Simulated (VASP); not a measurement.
# SrVO3 (Pm-3m) in VASP: settings compared

SrVO3 is run at these levels: r2SCAN, r2SCAN+D3(BJ); tasks: single point.

Everything below comes from runs of VASP 6.6.1. Logs are shortened: lines on timing, memory, paths and dates and some standing lists are left out, and cuts for length are marked.

## (1) The cell of the first run

It takes space group Pm-3m (No. 221, cubic). The conventional cell has a = 3.840 Å, b = 3.840 Å, c = 3.840 Å, α = 90.00°, β = 90.00°, γ = 90.00°. Within 3.6 Å of Sr (site symmetry m-3m) lie 12 O at 2.72 Å and 8 V at 3.33 Å. V (site symmetry m-3m) has 6 O at 1.92 Å within 2.5 Å. Within 2.5 Å of O (site symmetry 4/mmm) lie 2 V at 1.92 Å.

## (2) Single point, r2SCAN, collinear spin, ferromagnetic start

POSCAR

```
SrVO3
1.0
    3.8403766576      0.0000000000      0.0000000000
    0.0000000000      3.8403766576      0.0000000000
    0.0000000000      0.0000000000      3.8403766576
Sr V O
1 1 3
Direct
    0.5000000000      0.5000000000      0.5000000000
    0.0000000000      0.0000000000      0.0000000000
    0.5000000000      0.0000000000      0.0000000000
    0.0000000000      0.5000000000      0.0000000000
    0.0000000000      0.0000000000      0.5000000000
```

INCAR.step1

```
SYSTEM = SrVO3
PREC = Accurate
ENCUT = 520
ISMEAR = 0
SIGMA = 0.05
LREAL = .False.
LASPH = .True.
NELM = 150
ISPIN = 2
MAGMOM = 0 1 0 0 0
LMAXMIX = 4
NBANDS = 32
GGA = PE
ALGO = Normal
EDIFF = 1E-4
LWAVE = .True.
LCHARG = .False.
```

INCAR.step2

```
SYSTEM = SrVO3
PREC = Accurate
ENCUT = 520
EDIFF = 1E-6
ISMEAR = 0
SIGMA = 0.05
LREAL = .False.
LASPH = .True.
NELM = 150
ALGO = Normal
ISIF = 2
LWAVE = .False.
LCHARG = .False.
ISPIN = 2
MAGMOM = 0 1 0 0 0
LORBIT = 11
LMAXMIX = 4
METAGGA = R2SCAN
LMIXTAU = .True.
NBANDS = 32
ISTART = 1
```

KPOINTS

```
regular mesh
0
Gamma
  8 8 8
  0 0 0
```

Potentials or basis: VASP PAW PBE potentials, release 64 (Sr_sv, V_sv, O).

The run is started by

```console
$ cat potpaw_PBE.64/Sr_sv/POTCAR potpaw_PBE.64/V_sv/POTCAR potpaw_PBE.64/O/POTCAR > POTCAR
$ cp INCAR.step1 INCAR
$ mpirun -np 1 vasp_std > vasp.out
$ cp INCAR.step2 INCAR
$ mpirun -np 1 vasp_std > vasp.out
```

OUTCAR:

```text
SYSTEM = SrVO3
   PREC = Accurate
   ENCUT = 520
   EDIFF = 1E-6
   ISMEAR = 0
   LREAL = .False.
   LASPH = .True.
   NELM = 150
   ISIF = 2
   ISPIN = 2
   LORBIT = 11
   METAGGA = R2SCAN
   ISTART = 1

 ion  position               nearest neighbor table
   1  0.500  0.500  0.500-   3 2.72   4 2.72   5 2.72   3 2.72   4 2.72   3 2.72   5 2.72   3 2.72
                             4 2.72   5 2.72   4 2.72   5 2.72   2 3.33   2 3.33   2 3.33   2 3.33
   2  0.000  0.000  0.000-   3 1.92   4 1.92   5 1.92   5 1.92   4 1.92   3 1.92   1 3.33   1 3.33
                             1 3.33   1 3.33   1 3.33   1 3.33   1 3.33   1 3.33
   3  0.500  0.000  0.000-   2 1.92   2 1.92   1 2.72   1 2.72   1 2.72   1 2.72
   4  0.000  0.500  0.000-   2 1.92   2 1.92   1 2.72   1 2.72   1 2.72   1 2.72
   5  0.000  0.000  0.500-   2 1.92   2 1.92   1 2.72   1 2.72   1 2.72   1 2.72

  LATTYP: Found a simple cubic cell.
 ALAT       =     3.8403766576

  Lattice vectors:

 A1 = (   3.8403766576,   0.0000000000,   0.0000000000)
 A2 = (   0.0000000000,   3.8403766576,   0.0000000000)
 A3 = (   0.0000000000,   0.0000000000,   3.8403766576)

Analysis of symmetry for initial positions (statically):
=====================================================================
 Subroutine PRICEL returns:
 Original cell was already a primitive cell.

 Routine SETGRP: Setting up the symmetry group for a
 simple cubic supercell.

 Subroutine GETGRP returns: Found 48 space group operations
 (whereof 48 operations were pure point group operations)
 out of a pool of 48 trial point group operations.

The static configuration has the point symmetry O_h .

Analysis of symmetry for dynamics (positions and initial velocities):
=====================================================================
 Subroutine PRICEL returns:
 Original cell was already a primitive cell.

 Routine SETGRP: Setting up the symmetry group for a
 simple cubic supercell.

 Subroutine GETGRP returns: Found 48 space group operations
 (whereof 48 operations were pure point group operations)
 out of a pool of 48 trial point group operations.

The dynamic configuration has the point symmetry O_h .

Analysis of structural, dynamic, and magnetic symmetry:
=====================================================================
 Subroutine PRICEL returns:
 Original cell was already a primitive cell.

 Routine SETGRP: Setting up the symmetry group for a
 simple cubic supercell.

 Subroutine GETGRP returns: Found 48 space group operations
 (whereof 48 operations were pure point group operations)
 out of a pool of 48 trial point group operations.

The overall configuration has the point symmetry O_h .

 Subroutine INISYM returns: Found 48 space group operations
 (whereof 48 operations are pure point group operations),
 and found     1 'primitive' translations

----------------------------------------------------------------------------------------

                                     Primitive cell

  volume of cell :      56.6398

  direct lattice vectors                    reciprocal lattice vectors
     3.840376658  0.000000000  0.000000000     0.260391125  0.000000000  0.000000000
     0.000000000  3.840376658  0.000000000     0.000000000  0.260391125  0.000000000
     0.000000000  0.000000000  3.840376658     0.000000000  0.000000000  0.260391125

  length of vectors
     3.840376658  3.840376658  3.840376658     0.260391125  0.260391125  0.260391125

  position of ions in fractional coordinates (direct lattice)
     0.500000000  0.500000000  0.500000000
     0.000000000  0.000000000  0.000000000
     0.500000000  0.000000000  0.000000000
     0.000000000  0.500000000  0.000000000
     0.000000000  0.000000000  0.500000000

  ion indices of the primitive-cell ions
   primitive index   ion index
                 1           1
                 2           2
                 3           3
                 4           4
                 5           5

----------------------------------------------------------------------------------------

 KPOINTS: regular mesh

Automatic generation of k-mesh.
 Grid dimensions read from file:
 generate k-points for:    8    8    8

 Generating k-lattice:

  Cartesian coordinates                     Fractional coordinates (reciprocal lattice)
     0.032548891  0.000000000  0.000000000     0.125000000  0.000000000  0.000000000
     0.000000000  0.032548891  0.000000000     0.000000000  0.125000000  0.000000000
     0.000000000  0.000000000  0.032548891     0.000000000  0.000000000  0.125000000

  Length of vectors
     0.032548891  0.032548891  0.032548891

  Shift w.r.t. Gamma in fractional coordinates (k-lattice)
     0.000000000  0.000000000  0.000000000

 Subroutine IBZKPT returns following result:
 ===========================================

 Found     35 irreducible k-points:

 Following reciprocal coordinates:
            Coordinates               Weight
  0.000000  0.000000  0.000000      1.000000
  0.125000  0.000000  0.000000      6.000000
  0.250000  0.000000  0.000000      6.000000
  0.375000  0.000000  0.000000      6.000000
  0.500000  0.000000  0.000000      3.000000
  0.125000  0.125000  0.000000     12.000000
[... 16 lines left out ...]
  0.375000  0.375000  0.125000     24.000000
  0.500000  0.375000  0.125000     24.000000
 [... further k-points ...]
   k-points           NKPTS =     35   k-points in BZ     NKDIM =     35   number of bands    NBANDS=     32
   number of dos      NEDOS =    301   number of ions     NIONS =      5
   total plane-waves  NPLWV =  27000
   dimension x,y,z NGX =    30 NGY =   30 NGZ =   30
   dimension x,y,z NGXF=    60 NGYF=   60 NGZF=   60
   ions per type =               1   1   3
   NGX,Y,Z   is equivalent  to a cutoff of  12.99, 12.99, 12.99 a.u.
   NGXF,Y,Z  is equivalent  to a cutoff of  25.97, 25.97, 25.97 a.u.
 SYSTEM =  SrVO3
   PREC   = accura    normal or accurate (medium, high low for compatibility)
   ISTART =      1    job   : 0-new  1-cont  2-samecut
   ICHARG =      0    charge: 1-file 2-atom 10-const
   ISPIN  =      2    spin polarized calculation?
   LNONCOLLINEAR =      F non collinear calculations
   LSORBIT =      F    spin-orbit coupling
   LASPH  =      T    aspherical Exc in radial PAW
   ENCUT  =  520.0 eV  38.22 Ry    6.18 a.u.   7.14  7.14  7.14*2*pi/ulx,y,z
   NELM   =    150;   NELMIN=  2; NELMDL=  0     # of ELM steps
   EDIFF  = 0.1E-05   stopping-criterion for ELM
   LREAL  =      F    real-space projection
   EDIFFG = 0.1E-04   stopping-criterion for IOM
   NSW    =      0    number of steps for IOM
   IBRION =     -1    ionic relax: 0-MD 1-quasi-New 2-CG
   NFREE  =      0    steps in history (QN), initial steepest desc. (CG)
   ISIF   =      2    stress and relaxation
   ISYM   =      2    0-nonsym 1-usesym 2-fastsym
   POTIM  = 0.5000    time-step for ionic-motion
   TEBEG  =    0.0;   TEEND  =   0.0 temperature during run
   PSTRESS=    0.0 pullay stress
   NELECT =      41.0000    total number of electrons
   NUPDOWN=      -1.0000    fix difference up-down
   EMIN   =  10.00;   EMAX   =-10.00  energy-range for DOS
   EFERMI =   0.00;   METHOD = LEGACY
   ISMEAR =     0;   SIGMA  =   0.05  broadening in eV -4-tet -1-fermi 0-gaus
   EFERMI_NEDOS =   21; number of points for ismear=-14 and -15
   IALGO  =     38    algorithm
   IMIX   =      4    mixing-type and parameters
     AMIX     =   0.40;   BMIX     =  1.00
     AMIX_MAG =   1.60;   BMIX_MAG =  1.00
  volume/ion in A,a.u.               =      11.33        76.44
  Fermi-wavevector in a.u.,A,eV,Ry     =   1.469927  2.777758 29.397891  2.160684
  Thomas-Fermi vector in A             =   2.585245
   LORBIT       =     11    0 simple, 1 ext, 2 COOP (PROOUT), +10 PAW based schemes
   METAGGA = R2SCAN    functional components
   LHFCALC =     F    Hartree Fock is set to
   AEXX    =    0.0000 exact exchange contribution
   IVDW    =     0    specifies the selected vdW correction
   LEPSILON=     F    determine dielectric tensor
   LRPA    =     F    only Hartree local field effects (RPA)
 spin polarized calculation
 Gauss-broadening in eV      SIGMA  =   0.05
  energy-cutoff  :      520.00
  volume of cell :       56.64
 maximum number of plane-waves:      1568
 NGX is ok and might be reduce to    30
   NGX = 15   NGY = 15   NGZ = 15

 number of electron      41.0000017 magnetization       0.1562428

 Free energy of the ion-electron system (eV)
  ---------------------------------------------------
  ext. energy  EPLUGINS =         0.00000000
  ---------------------------------------------------
  free energy    TOTEN  =       -62.35656926 eV

  energy without entropy =      -62.35315697  energy(sigma->0) =      -62.35486312

 E-fermi :   6.3259     XC(G=0): -12.2753

 val. band max:        6.3143277245   @ k =   0.5000   0.2500   0.0000
 cond. band min:       6.3435571384   @ k =   0.2500   0.2500   0.1250
 fundamental gap:      0.0292294139
 Fermi energy:         6.3259140426

 spin component 1

 k-point     1 :       0.0000    0.0000    0.0000
  band No.  band energies     occupation
      1     -62.4823      1.00000
      2     -35.1799      1.00000
      3     -35.1799      1.00000
      4     -35.1799      1.00000
      5     -29.6589      1.00000
      6     -14.7943      1.00000
[... 24 lines left out ...]
     31      13.1655      0.00000
     32      20.2973      0.00000

 k-point     2 :       0.1250    0.0000    0.0000
  band No.  band energies     occupation
      1     -62.4822      1.00000
      2     -35.1856      1.00000
      3     -35.1796      1.00000
      4     -35.1796      1.00000
      5     -29.6542      1.00000
      6     -14.7891      1.00000
[... 24 lines left out ...]
     31      13.3550      0.00000
     32      20.3481      0.00000
[... 733 lines left out ...]
     31      16.5093      0.00000
     32      18.9806      0.00000

 k-point    24 :       0.5000    0.3750    0.1250
  band No.  band energies     occupation
      1     -62.4807      1.00000
      2     -35.2163      1.00000
      3     -35.2104      1.00000
      4     -35.1824      1.00000
      5     -29.6033      1.00000
      6     -14.1963      1.00000
[... 24 lines left out ...]
     31      17.1330      0.00000
     32      17.8728      0.00000

 [... further k-points ...]

 spin component 2

 k-point     1 :       0.0000    0.0000    0.0000
  band No.  band energies     occupation
      1     -62.2698      1.00000
      2     -34.9689      1.00000
      3     -34.9689      1.00000
      4     -34.9689      1.00000
      5     -29.6594      1.00000
      6     -14.7936      1.00000
[... 24 lines left out ...]
     31      13.1859      0.00000
     32      20.3948      0.00000

 k-point     2 :       0.1250    0.0000    0.0000
  band No.  band energies     occupation
      1     -62.2697      1.00000
      2     -34.9748      1.00000
      3     -34.9687      1.00000
      4     -34.9687      1.00000
      5     -29.6546      1.00000
      6     -14.7884      1.00000
[... 24 lines left out ...]
     31      13.3733      0.00000
     32      20.4379      0.00000
[... 733 lines left out ...]
     31      16.5145      0.00000
     32      19.0019      0.00000

 k-point    24 :       0.5000    0.3750    0.1250
  band No.  band energies     occupation
      1     -62.2682      1.00000
      2     -35.0064      1.00000
      3     -35.0003      1.00000
      4     -34.9716      1.00000
      5     -29.6037      1.00000
      6     -14.1961      1.00000
[... 24 lines left out ...]
     31      17.1391      0.00000
     32      17.8800      0.00000

 [... further k-points ...]

------------------------ aborting loop because EDIFF is reached ----------------------------------------

  FORCE on cell =-STRESS in cart. coord.  units (eV):
  Direction    XX          YY          ZZ          XY          YZ          ZX
  --------------------------------------------------------------------------------------
  -------------------------------------------------------------------------------------
  Total       -0.3473924     -0.3473924     -0.3473924      0.0000000     -0.0000000      0.0000000
  in kB       -9.8267395     -9.8267395     -9.8267395      0.0000000     -0.0000000      0.0000000
  external PRESSURE =      -9.8267395 kB  Pullay stress =       0.0000000 kB

 VOLUME and BASIS-vectors are now :
 -----------------------------------------------------------------------------
  energy-cutoff  :      520.00
  volume of cell :       56.64
      direct lattice vectors                 reciprocal lattice vectors
     3.840376658  0.000000000  0.000000000     0.260391125  0.000000000  0.000000000
     0.000000000  3.840376658  0.000000000     0.000000000  0.260391125  0.000000000
     0.000000000  0.000000000  3.840376658     0.000000000  0.000000000  0.260391125

 POSITION                                       TOTAL-FORCE (eV/Angst)
 -----------------------------------------------------------------------------------
      1.92019      1.92019      1.92019         0.000000      0.000000      0.000000
      0.00000      0.00000      0.00000         0.000000      0.000000      0.000000
      1.92019      0.00000      0.00000         0.000000      0.000000      0.000000
      0.00000      1.92019      0.00000         0.000000      0.000000      0.000000
      0.00000      0.00000      1.92019         0.000000      0.000000      0.000000
 -----------------------------------------------------------------------------------
    total drift:                                0.000000     -0.000000      0.000000

  FREE ENERGIE OF THE ION-ELECTRON SYSTEM (eV)
  ---------------------------------------------------
  free  energy   TOTEN  =       -62.3565692640 eV

  energy  without entropy=      -62.3531569678  energy(sigma->0) =      -62.35486312

 total charge

# of ion       s       p       d       tot
------------------------------------------
    1        1.999   5.892   0.202   8.093
    2        2.277   6.344   2.897  11.518
    3        1.569   3.512   0.000   5.081
    4        1.569   3.512   0.000   5.081
    5        1.569   3.512   0.000   5.081
--------------------------------------------------
tot          8.983  22.772   3.099  34.854

 magnetization (x)

# of ion       s       p       d       tot
------------------------------------------
    1       -0.000  -0.000   0.000  -0.000
    2        0.001   0.001   0.152   0.154
    3       -0.000  -0.002   0.000  -0.002
    4       -0.000  -0.002   0.000  -0.002
    5       -0.000  -0.002   0.000  -0.002
--------------------------------------------------
tot          0.001  -0.004   0.152   0.149
```

Run time: 3.2 min. Hardware: 1 thread of Intel Xeon 6975P-C (Granite Rapids), shared host; peak memory 0.26 GiB.

What came out:

```yaml
Free_energy: -62.3566 eV
Pressure: -1.0 GPa
Net_moment: 0.16 μB per cell
Site_moments: Sr -0.00; V +0.15; O -0.00 μB
Valence_electrons_inside_the_program's_atomic_spheres: Sr 8.09; V 11.52; O 5.08
```

Levels at points of the mesh, in eV from the Fermi level:
Spin up:
| k point | band 18 | band 19 | band 20 | band 21 | band 22 | band 23 |
| --- | --- | --- | --- | --- | --- | --- |
| (0.00, 0.00, 0.00) | -2.78 | -2.78 | -2.78 | -1.13 | -1.13 | -1.13 |
| (0.50, 0.00, 0.00) | -4.48 | -3.24 | -3.24 | -1.01 | 0.79 | 0.79 |
| (0.50, 0.50, 0.00) | -4.02 | -4.02 | -2.47 | 0.77 | 0.77 | 1.15 |
| (0.50, 0.50, 0.50) | -2.38 | -2.38 | -2.38 | 1.37 | 1.37 | 1.37 |
Spin down:
| k point | band 17 | band 18 | band 19 | band 20 | band 21 | band 22 | band 23 | band 24 |
| --- | --- | --- | --- | --- | --- | --- | --- | --- |
| (0.00, 0.00, 0.00) | -3.65 | -2.78 | -2.78 | -2.78 | -0.88 | -0.88 | -0.88 | 1.29 |
| (0.50, 0.00, 0.00) | -4.91 | -4.49 | -3.24 | -3.24 | -0.76 | 1.01 | 1.01 | 1.30 |
| (0.50, 0.50, 0.00) | -4.51 | -4.02 | -4.02 | -2.47 | 0.99 | 0.99 | 1.39 | 2.37 |
| (0.50, 0.50, 0.50) | -6.31 | -2.38 | -2.38 | -2.38 | 1.61 | 1.61 | 1.61 | 5.58 |

Caveat: the PAW data sets were made with another functional, which shifts forces and pressure a little; semilocal functionals often make such compounds metallic where correlation or magnetic order opens a gap, which also shifts bond lengths. With open d or f shells a metallic result of r2SCAN can be an artefact of self-interaction; +U or a hybrid may open a gap.

## (3) Single point, r2SCAN+D3(BJ), collinear spin, ferromagnetic start

POSCAR is that of step 2.

INCAR.step1 is that of step 2.

INCAR.step2, as its differences from that of step 2:

```diff
@@ -12,3 +12,3 @@
 LWAVE = .False.
-LCHARG = .False.
+LCHARG = .True.
 ISPIN = 2
@@ -19,2 +19,9 @@
 LMIXTAU = .True.
+IVDW = 12
+VDW_S6 = 1.0
+VDW_S8 = 0.78981345
+VDW_A1 = 0.49484001
+VDW_A2 = 5.73083694
+LELF = .True.
+LVHAR = .True.
 NBANDS = 32
```

KPOINTS is that of step 2.

Potentials or basis: VASP PAW PBE potentials, release 64 (Sr_sv, V_sv, O).

The run is started by

```console
$ cat potpaw_PBE.64/Sr_sv/POTCAR potpaw_PBE.64/V_sv/POTCAR potpaw_PBE.64/O/POTCAR > POTCAR
$ cp INCAR.step1 INCAR
$ mpirun -np 1 vasp_std > vasp.out
$ cp INCAR.step2 INCAR
$ mpirun -np 1 vasp_std > vasp.out
```

Run time: 3.2 min. Hardware: 1 thread of Intel Xeon 6975P-C (Granite Rapids), shared host; peak memory 0.27 GiB.

Results (log left out):

| Item | Value |
| --- | --- |
| Free energy | -62.9917 eV |
| Pressure | -2.8 GPa |
| Net moment | 0.16 μB per cell |
| Site moments | Sr -0.00; V +0.15; O -0.00 μB |
| Valence electrons inside the program's atomic spheres | Sr 8.09; V 11.52; O 5.08 |
| Dispersion energy per atom | -0.127 eV |

Levels at points of the mesh, in eV from the Fermi level:
Spin up:
```csv
k point,band 17,band 18,band 19,band 20,band 21,band 22,band 23,band 24
"(0.00, 0.00, 0.00)",-3.65,-2.78,-2.78,-2.78,-1.13,-1.13,-1.13,1.19
"(0.50, 0.00, 0.00)",-4.94,-4.48,-3.24,-3.24,-1.01,0.79,0.79,1.21
"(0.50, 0.50, 0.00)",-4.52,-4.02,-4.02,-2.47,0.77,0.77,1.15,2.28
"(0.50, 0.50, 0.50)",-6.35,-2.38,-2.38,-2.38,1.37,1.37,1.37,5.56
```
Spin down:
| k point | band 18 | band 19 | band 20 | band 21 | band 22 | band 23 |
| --- | --- | --- | --- | --- | --- | --- |
| (0.00, 0.00, 0.00) | -2.78 | -2.78 | -2.78 | -0.88 | -0.88 | -0.88 |
| (0.50, 0.00, 0.00) | -4.49 | -3.24 | -3.24 | -0.76 | 1.01 | 1.01 |
| (0.50, 0.50, 0.00) | -4.02 | -4.02 | -2.47 | 0.99 | 0.99 | 1.39 |
| (0.50, 0.50, 0.50) | -2.38 | -2.38 | -2.38 | 1.61 | 1.61 | 1.61 |

Caveat: the PAW data sets were made with another functional, which shifts forces and pressure a little; semilocal functionals often make such compounds metallic where correlation or magnetic order opens a gap, which also shifts bond lengths.
